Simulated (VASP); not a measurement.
# Sc3C (P-6m2) in VASP: further runs

The runs below take Sc3C through single point, relaxation of cell and atoms, with PBE.

All numbers are computed with VASP 6.6.1; they aren't measurements. Logs are shortened: lines on timing, memory, paths and dates and some standing lists are left out, and cuts for length are marked.

### 1 The cell of the first run

Symmetry: P-6m2, No. 187, hexagonal system. The conventional cell has a = 3.300 Å, b = 3.300 Å, c = 8.234 Å, α = 90.00°, β = 90.00°, γ = 120.00°. Within 4.3 Å of Sc (site symmetry -6m2) lie 12 Sc at 3.30 to 3.39 Å and 2 C at 4.12 Å. Within 3.1 Å of Sc (site symmetry 3m) lie 3 C at 2.32 Å and 1 Sc at 2.63 Å. Within 3.1 Å of C (site symmetry -6m2) lie 6 Sc at 2.32 Å.

### 2 Single point, PBE

Input file INCAR:

```
PREC = Accurate
ENCUT = 520
EDIFF = 1E-6
ISMEAR = 0
SIGMA = 0.1
LREAL = F
LASPH = T
NELM = 100
ALGO = Normal
ISIF = 2
LWAVE = F
LCHARG = F
GGA = PE
NBANDS = 26
```

Input file KPOINTS:

```
regular mesh
0
Gamma
  6 6 2
```

Input file POSCAR:

```
Sc3C
1.0
    3.3002954128      0.0000000000      0.0000000000
   -1.6501477064      2.8581396674      0.0000000000
    0.0000000000      0.0000000000      8.2338274786
Sc C
3 1
Direct
    0.6666666667      0.3333333333      0.0000000000
    0.0000000000      0.0000000000      0.6599860561
    0.0000000000      0.0000000000      0.3400139439
    0.6666666667      0.3333333333      0.5000000000
```

Potentials or basis: VASP PAW PBE potentials, release 64 (Sc_sv, C).

The run is started by

```sh
$ cat potpaw_PBE.64/Sc_sv/POTCAR potpaw_PBE.64/C/POTCAR > POTCAR
$ mpirun -np 1 vasp_std > vasp.out
```

OUTCAR:

```text
PREC = Accurate
   ENCUT = 520
   EDIFF = 1E-6
   ISMEAR = 0
   LREAL = F
   LASPH = T
   NELM = 100
   ISIF = 2
   GGA = PE

 ion  position               nearest neighbor table
   1  0.667  0.333  0.000-   2 3.39   3 3.39   2 3.39   3 3.39   2 3.39   3 3.39
   2  0.000  0.000  0.660-   4 2.32   4 2.32   4 2.32   3 2.63   1 3.39   1 3.39   1 3.39
   3  0.000  0.000  0.340-   4 2.32   4 2.32   4 2.32   2 2.63   1 3.39   1 3.39   1 3.39
   4  0.667  0.333  0.500-   2 2.32   3 2.32   2 2.32   3 2.32   2 2.32   3 2.32

  LATTYP: Found a hexagonal cell.
 ALAT       =     3.3002954128
 C/A-ratio  =     2.4948758971

  Lattice vectors:

 A1 = (   3.3002954128,   0.0000000000,   0.0000000000)
 A2 = (  -1.6501477064,   2.8581396674,   0.0000000000)
 A3 = (   0.0000000000,   0.0000000000,   8.2338274786)

Analysis of symmetry for initial positions (statically):
=====================================================================
 Subroutine PRICEL returns:
 Original cell was already a primitive cell.

 Routine SETGRP: Setting up the symmetry group for a
 hexagonal supercell.

 Subroutine GETGRP returns: Found 12 space group operations
 (whereof 12 operations were pure point group operations)
 out of a pool of 24 trial point group operations.

The static configuration has the point symmetry D_3h.

Analysis of symmetry for dynamics (positions and initial velocities):
=====================================================================
 Subroutine PRICEL returns:
 Original cell was already a primitive cell.

 Routine SETGRP: Setting up the symmetry group for a
 hexagonal supercell.

 Subroutine GETGRP returns: Found 12 space group operations
 (whereof 12 operations were pure point group operations)
 out of a pool of 24 trial point group operations.

The dynamic configuration has the point symmetry D_3h.

 Subroutine INISYM returns: Found 12 space group operations
 (whereof 12 operations are pure point group operations),
 and found     1 'primitive' translations

----------------------------------------------------------------------------------------

                                     Primitive cell

  volume of cell :      77.6673

  direct lattice vectors                    reciprocal lattice vectors
     3.300295413  0.000000000  0.000000000     0.303003178  0.174938967  0.000000000
    -1.650147706  2.858139667  0.000000000     0.000000000  0.349877933  0.000000000
     0.000000000  0.000000000  8.233827479     0.000000000  0.000000000  0.121450201

  length of vectors
     3.300295413  3.300295413  8.233827479     0.349877933  0.349877933  0.121450201

  position of ions in fractional coordinates (direct lattice)
     0.666666667  0.333333333  0.000000000
     0.000000000  0.000000000  0.659986056
     0.000000000  0.000000000  0.340013944
     0.666666667  0.333333333  0.500000000

  ion indices of the primitive-cell ions
   primitive index   ion index
                 1           1
                 2           2
                 3           3
                 4           4

----------------------------------------------------------------------------------------

 KPOINTS: regular mesh

Automatic generation of k-mesh.
 Grid dimensions read from file:
 generate k-points for:    6    6    2

 Generating k-lattice:

  Cartesian coordinates                     Fractional coordinates (reciprocal lattice)
     0.050500530  0.029156494  0.000000000     0.166666667 -0.000000000  0.000000000
     0.000000000  0.058312989  0.000000000     0.000000000  0.166666667  0.000000000
     0.000000000  0.000000000  0.060725100     0.000000000  0.000000000  0.500000000

  Length of vectors
     0.058312989  0.058312989  0.060725100

  Shift w.r.t. Gamma in fractional coordinates (k-lattice)
     0.000000000  0.000000000  0.000000000

 Subroutine IBZKPT returns following result:
 ===========================================

 Found     14 irreducible k-points:

 Following reciprocal coordinates:
            Coordinates               Weight
  0.000000  0.000000  0.000000      1.000000
  0.166667 -0.000000  0.000000      6.000000
  0.333333  0.000000  0.000000      6.000000
  0.500000  0.000000  0.000000      3.000000
  0.166667  0.166667  0.000000      6.000000
  0.333333  0.166667  0.000000     12.000000
  0.333333  0.333333  0.000000      2.000000
  0.000000  0.000000  0.500000      1.000000
  0.166667 -0.000000  0.500000      6.000000
  0.333333  0.000000  0.500000      6.000000
  0.500000  0.000000  0.500000      3.000000
  0.166667  0.166667  0.500000      6.000000
  0.333333  0.166667  0.500000     12.000000
  0.333333  0.333333  0.500000      2.000000
   k-points           NKPTS =     14   k-points in BZ     NKDIM =     14   number of bands    NBANDS=     26
   number of dos      NEDOS =    301   number of ions     NIONS =      4
   total plane-waves  NPLWV =  50176
   dimension x,y,z NGX =    28 NGY =   28 NGZ =   64
   dimension x,y,z NGXF=    56 NGYF=   56 NGZF=  128
   ions per type =               3   1
   NGX,Y,Z   is equivalent  to a cutoff of  14.10, 14.10, 12.92 a.u.
   NGXF,Y,Z  is equivalent  to a cutoff of  28.21, 28.21, 25.84 a.u.
 SYSTEM =  unknown system
   PREC   = accura    normal or accurate (medium, high low for compatibility)
   ISTART =      0    job   : 0-new  1-cont  2-samecut
   ICHARG =      2    charge: 1-file 2-atom 10-const
   ISPIN  =      1    spin polarized calculation?
   LNONCOLLINEAR =      F non collinear calculations
   LSORBIT =      F    spin-orbit coupling
   LASPH  =      T    aspherical Exc in radial PAW
   ENCUT  =  520.0 eV  38.22 Ry    6.18 a.u.   6.14  6.14 15.31*2*pi/ulx,y,z
   NELM   =    100;   NELMIN=  2; NELMDL= -5     # of ELM steps
   EDIFF  = 0.1E-05   stopping-criterion for ELM
   LREAL  =      F    real-space projection
   EDIFFG = 0.1E-04   stopping-criterion for IOM
   NSW    =      0    number of steps for IOM
   IBRION =     -1    ionic relax: 0-MD 1-quasi-New 2-CG
   NFREE  =      0    steps in history (QN), initial steepest desc. (CG)
   ISIF   =      2    stress and relaxation
   ISYM   =      2    0-nonsym 1-usesym 2-fastsym
   POTIM  = 0.5000    time-step for ionic-motion
   TEBEG  =    0.0;   TEEND  =   0.0 temperature during run
   PSTRESS=    0.0 pullay stress
   NELECT =      37.0000    total number of electrons
   NUPDOWN=      -1.0000    fix difference up-down
   EMIN   =  10.00;   EMAX   =-10.00  energy-range for DOS
   EFERMI =   0.00;   METHOD = LEGACY
   ISMEAR =     0;   SIGMA  =   0.10  broadening in eV -4-tet -1-fermi 0-gaus
   EFERMI_NEDOS =   21; number of points for ismear=-14 and -15
   IALGO  =     38    algorithm
   IMIX   =      4    mixing-type and parameters
     AMIX     =   0.40;   BMIX     =  1.00
     AMIX_MAG =   1.60;   BMIX_MAG =  1.00
  volume/ion in A,a.u.               =      19.42       131.03
  Fermi-wavevector in a.u.,A,eV,Ry     =   1.278584  2.416174 22.242505  1.634778
  Thomas-Fermi vector in A             =   2.411119
   LORBIT       =      0    0 simple, 1 ext, 2 COOP (PROOUT), +10 PAW based schemes
   GGA     = PE    functional components
   LHFCALC =     F    Hartree Fock is set to
   AEXX    =    0.0000 exact exchange contribution
   IVDW    =     0    specifies the selected vdW correction
   LEPSILON=     F    determine dielectric tensor
   LRPA    =     F    only Hartree local field effects (RPA)
 non-spin polarized calculation
 Gauss-broadening in eV      SIGMA  =   0.10
  energy-cutoff  :      520.00
  volume of cell :       77.67
 maximum number of plane-waves:      2118
 NGX is ok and might be reduce to    28
   NGX = 13   NGY = 13   NGZ = 31

 number of electron      37.0000002 magnetization

 Free energy of the ion-electron system (eV)
  ---------------------------------------------------
  ext. energy  EPLUGINS =         0.00000000
  ---------------------------------------------------
  free energy    TOTEN  =       -28.29179656 eV

  energy without entropy =      -28.26458223  energy(sigma->0) =      -28.27818940

 E-fermi :   3.9461     XC(G=0): -10.1849

 val. band max:        3.9198984025   @ k =   0.3333   0.3333   0.5000
 cond. band min:       3.9481229444   @ k =   0.3333   0.1667   0.5000
 fundamental gap:      0.0282245419
 Fermi energy:         3.9460555348

 k-point     1 :       0.0000    0.0000    0.0000
  band No.  band energies     occupation
      1     -45.6243      2.00000
      2     -45.1374      2.00000
      3     -45.0274      2.00000
      4     -24.2677      2.00000
      5     -24.1530      2.00000
      6     -24.0964      2.00000
[... 18 lines left out ...]
     25       6.2317      0.00000
     26       6.2317      0.00000

 k-point     2 :       0.1667   -0.0000    0.0000
  band No.  band energies     occupation
      1     -45.6158      2.00000
      2     -45.1279      2.00000
      3     -45.0186      2.00000
      4     -24.2563      2.00000
      5     -24.1803      2.00000
      6     -24.1196      2.00000
[... 18 lines left out ...]
     25       6.2475      0.00000
     26       6.3926      0.00000

 k-point     3 :       0.3333    0.0000    0.0000
  band No.  band energies     occupation
      1     -45.5987      2.00000
      2     -45.1090      2.00000
      3     -45.0009      2.00000
      4     -24.3058      2.00000
      5     -24.2341      2.00000
      6     -24.1437      2.00000
[... 18 lines left out ...]
     25       6.7062      0.00000
     26       6.8730      0.00000

 k-point     4 :       0.5000    0.0000    0.0000
  band No.  band energies     occupation
      1     -45.5902      2.00000
      2     -45.0995      2.00000
      3     -44.9920      2.00000
      4     -24.3701      2.00000
      5     -24.2238      2.00000
      6     -24.1594      2.00000
[... 18 lines left out ...]
     25       7.6763      0.00000
     26       7.8543      0.00000

 k-point     5 :       0.1667    0.1667    0.0000
  band No.  band energies     occupation
      1     -45.6030      2.00000
      2     -45.1137      2.00000
      3     -45.0053      2.00000
      4     -24.2609      2.00000
      5     -24.2394      2.00000
      6     -24.1517      2.00000
[... 18 lines left out ...]
     25       6.2312      0.00000
     26       6.9438      0.00000

 k-point     6 :       0.3333    0.1667    0.0000
  band No.  band energies     occupation
      1     -45.5902      2.00000
      2     -45.0995      2.00000
      3     -44.9920      2.00000
      4     -24.3360      2.00000
      5     -24.2231      2.00000
      6     -24.1975      2.00000
[... 18 lines left out ...]
     25       6.7016      0.00000
     26       7.6989      0.00000

 k-point     7 :       0.3333    0.3333    0.0000
  band No.  band energies     occupation
      1     -45.5859      2.00000
      2     -45.0947      2.00000
      3     -44.9876      2.00000
      4     -24.2945      2.00000
      5     -24.2814      2.00000
      6     -24.2172      2.00000
[... 18 lines left out ...]
     25       6.7038      0.00000
     26       7.2551      0.00000

 k-point     8 :       0.0000    0.0000    0.5000
  band No.  band energies     occupation
      1     -45.6242      2.00000
      2     -45.1377      2.00000
      3     -45.0271      2.00000
      4     -24.3141      2.00000
      5     -24.0963      2.00000
      6     -24.0963      2.00000
[... 18 lines left out ...]
     25       6.1961      0.00000
     26       6.1961      0.00000

 k-point     9 :       0.1667   -0.0000    0.5000
  band No.  band energies     occupation
      1     -45.6157      2.00000
      2     -45.1282      2.00000
      3     -45.0183      2.00000
      4     -24.2928      2.00000
      5     -24.1646      2.00000
      6     -24.1121      2.00000
[... 18 lines left out ...]
     25       6.0034      0.00000
     26       6.5986      0.00000

 k-point    10 :       0.3333    0.0000    0.5000
  band No.  band energies     occupation
      1     -45.5987      2.00000
      2     -45.1091      2.00000
      3     -45.0008      2.00000
      4     -24.2983      2.00000
      5     -24.2506      2.00000
      6     -24.1436      2.00000
[... 18 lines left out ...]
     25       6.9243      0.00000
     26       7.4793      0.00000

 k-point    11 :       0.5000    0.0000    0.5000
  band No.  band energies     occupation
      1     -45.5902      2.00000
      2     -45.0995      2.00000
      3     -44.9920      2.00000
      4     -24.3639      2.00000
      5     -24.2313      2.00000
      6     -24.1593      2.00000
[... 18 lines left out ...]
     25       7.4140      0.00000
     26       7.6477      0.00000

 k-point    12 :       0.1667    0.1667    0.5000
  band No.  band energies     occupation
      1     -45.6030      2.00000
      2     -45.1139      2.00000
      3     -45.0052      2.00000
      4     -24.2608      2.00000
      5     -24.2523      2.00000
      6     -24.1489      2.00000
[... 18 lines left out ...]
     25       6.7088      0.00000
     26       7.2071      0.00000

 k-point    13 :       0.3333    0.1667    0.5000
  band No.  band energies     occupation
      1     -45.5902      2.00000
      2     -45.0995      2.00000
      3     -44.9920      2.00000
      4     -24.3298      2.00000
      5     -24.2300      2.00000
      6     -24.1946      2.00000
[... 18 lines left out ...]
     25       7.1234      0.00000
     26       7.3612      0.00000

 k-point    14 :       0.3333    0.3333    0.5000
  band No.  band energies     occupation
      1     -45.5859      2.00000
      2     -45.0947      2.00000
      3     -44.9876      2.00000
      4     -24.2850      2.00000
      5     -24.2811      2.00000
      6     -24.2190      2.00000
[... 18 lines left out ...]
     25       6.7707      0.00000
     26       7.0157      0.00000

------------------------ aborting loop because EDIFF is reached ----------------------------------------

  FORCE on cell =-STRESS in cart. coord.  units (eV):
  Direction    XX          YY          ZZ          XY          YZ          ZX
  --------------------------------------------------------------------------------------
  -------------------------------------------------------------------------------------
  Total        0.1430913      0.1430913      0.1246431      0.0000000      0.0000000     -0.0000000
  in kB        2.9517924      2.9517924      2.5712293      0.0000000      0.0000000     -0.0000000
  external PRESSURE =       2.8249380 kB  Pullay stress =       0.0000000 kB

 VOLUME and BASIS-vectors are now :
 -----------------------------------------------------------------------------
  energy-cutoff  :      520.00
  volume of cell :       77.67
      direct lattice vectors                 reciprocal lattice vectors
     3.300295413  0.000000000  0.000000000     0.303003178  0.174938967  0.000000000
    -1.650147706  2.858139667  0.000000000     0.000000000  0.349877933  0.000000000
     0.000000000  0.000000000  8.233827479     0.000000000  0.000000000  0.121450201

 POSITION                                       TOTAL-FORCE (eV/Angst)
 -----------------------------------------------------------------------------------
      1.65015      0.95271      0.00000         0.000000      0.000000      0.000000
      0.00000      0.00000      5.43421        -0.000000     -0.000000      0.063027
      0.00000      0.00000      2.79962        -0.000000     -0.000000     -0.063027
      1.65015      0.95271      4.11691        -0.000000     -0.000000      0.000000
 -----------------------------------------------------------------------------------
    total drift:                               -0.000000      0.000000      0.000000

  FREE ENERGIE OF THE ION-ELECTRON SYSTEM (eV)
  ---------------------------------------------------
  free  energy   TOTEN  =       -28.2917965642 eV

  energy  without entropy=      -28.2645822350  energy(sigma->0) =      -28.27818940
```

It took 42 s on 1 thread of Intel Xeon Platinum 8259CL at 2.50GHz (Skylake/Cascade Lake), shared host; peak memory 0.21 GiB.

What came out:

```yaml
Free_energy: -28.2918 eV
Pressure: 0.3 GPa
Largest_force: 0.063 eV/Å
```

Forces in eV/Å, atoms in the order of the input:
```
Sc   0.000  0.000  0.000
Sc   0.000  0.000  0.063
Sc   0.000  0.000 -0.063
C    0.000  0.000  0.000
```

Caveat: the k points lie up to 0.38 Å⁻¹ apart.

### 3 Relaxation of cell and atoms, PBE

This run uses another cell than the first one, of 22.73 Å³/atom, 1.170 times its volume.

Input file INCAR:

```
SYSTEM = Sc3C
PREC = Accurate
ENCUT = 600
EDIFF = 1E-6
ISMEAR = 0
SIGMA = 0.1
LREAL = .FALSE.
LASPH = .TRUE.
NELM = 100
ALGO = Normal
ISIF = 3
LWAVE = .FALSE.
LCHARG = .FALSE.
GGA = PE
IBRION = 2
NSW = 90
EDIFFG = -0.04
```

Input file KPOINTS:

```
regular mesh
0
G
  6 6 2
  0 0 0
```

Input file POSCAR:

```
Sc3C
1.0
    3.1953881200      0.0000000000      0.0000000000
   -1.5976940600      2.7672872900      0.0000000000
    0.0000000000      0.0000000000     10.2799290000
Sc C
3 1
Direct
    0.6666666700      0.3333333300      0.0000000000
    0.0000000000      0.0000000000      0.7425651000
    0.0000000000      0.0000000000      0.2574349000
    0.6666666700      0.3333333300      0.5000000000
```

Potentials or basis: VASP PAW PBE potentials, release 64 (Sc_sv, C).

The run is started by

```sh
$ cat potpaw_PBE.64/Sc_sv/POTCAR potpaw_PBE.64/C/POTCAR > POTCAR
$ mpirun -np 1 vasp_std > vasp.out
```

Run time: 12 min. Hardware: 1 thread of Intel Xeon Platinum 8259CL at 2.50GHz (Skylake/Cascade Lake), shared host; peak memory 0.27 GiB.

The run converged. Its results:

```
Free energy                            : -28.2960 eV
Relaxed volume                         : 19.46 Å³/atom
Relaxed cell                           : a = 3.305 Å, b = 3.305 Å, c = 8.226 Å, α = 90.00°, β = 90.00°, γ = 120.00°
Space group after relaxing (to 0.05 Å) : P-6m2 (No. 187)
Energy gained by relaxing              : 1237.8 meV/atom
Ionic steps                            : 21
Pressure after relaxing                : 0.0 GPa
Largest force after relaxing           : 0.028 eV/Å
```

Forces in eV/Å, atoms in the order of the input:
```
Sc   0.000  0.000  0.000
Sc   0.000  0.000 -0.028
Sc   0.000  0.000  0.028
C    0.000  0.000  0.000
```

The path:
| step | energy change (eV) | largest force (eV/Å) | pressure (GPa) | volume (Å³) |
| --- | --- | --- | --- | --- |
| 1 | 0.0000 | 1.7415 | -7.05 | 90.90 |
| 2 | -1.3664 | 2.8322 | -2.03 | 77.99 |
| 3 | -1.8943 | 3.7330 | 5.72 | 69.18 |
| 4 | -1.0548 | 4.3231 | 43.57 | 52.28 |
| 5 | -1.7984 | 4.3287 | 12.33 | 64.32 |
| 6 | -2.5977 | 4.2534 | 13.86 | 63.33 |
| 7 | -3.4905 | 0.3117 | 22.17 | 60.49 |
| 8 | -3.5493 | 2.0868 | 18.81 | 61.27 |
| 9 | -3.5601 | 1.3706 | 20.15 | 60.94 |
| 10 | -4.2158 | 0.6685 | 9.00 | 67.12 |
| 11 | -4.4400 | 0.1885 | -1.22 | 75.92 |
| 12 | -4.4466 | 0.0851 | -0.11 | 74.69 |
| 13 | -4.6212 | 0.2613 | -0.64 | 75.51 |
| 14 | -4.8256 | 1.2855 | -2.15 | 77.53 |
| 15 | -4.9176 | 0.6792 | 0.53 | 76.18 |
| 16 | -4.9256 | 0.4553 | 1.53 | 75.72 |
| 17 | -4.9488 | 0.0756 | 0.46 | 77.13 |
| 18 | -4.9494 | 0.0034 | 0.26 | 77.40 |
| 19 | -4.9505 | 0.0467 | -0.08 | 77.77 |
| 20 | -4.9506 | 0.0625 | -0.21 | 77.91 |
| 21 | -4.9511 | 0.0277 | -0.03 | 77.83 |

Final structure:
```yaml
crystal:
  lattice:
    - [3.30536, 0.00000, 0.00000]
    - [-1.65268, 2.86252, 0.00000]
    - [0.00000, 0.00000, 8.22567]
  atoms:
    - { symbol: Sc, position: [0.66667, 0.33333, 0.00000] }
    - { symbol: Sc, position: [0.00000, 0.00000, 0.66064] }
    - { symbol: Sc, position: [0.00000, 0.00000, 0.33936] }
    - { symbol: C, position: [0.66667, 0.33333, 0.50000] }
```

Levels at points of the mesh, in eV from the Fermi level:
| k point | band 15 | band 16 | band 17 | band 18 | band 19 | band 20 | band 21 | band 22 |
| --- | --- | --- | --- | --- | --- | --- | --- | --- |
| (0.00, 0.00, 0.00) | -3.90 | -0.90 | -0.90 | -0.38 | -0.01 | 0.92 | 1.67 | 1.67 |
| (0.50, 0.00, 0.00) | -2.08 | -1.18 | -1.15 | -0.58 | -0.27 | 0.72 | 1.12 | 1.18 |
| (0.00, 0.00, 0.50) | -2.72 | -1.34 | -0.90 | -0.90 | 0.42 | 0.79 | 1.67 | 1.67 |
| (0.50, 0.00, 0.50) | -2.14 | -1.16 | -1.14 | -0.64 | -0.06 | 0.67 | 0.92 | 1.09 |

Caveat: the k points lie up to 0.38 Å⁻¹ apart in the final cell.
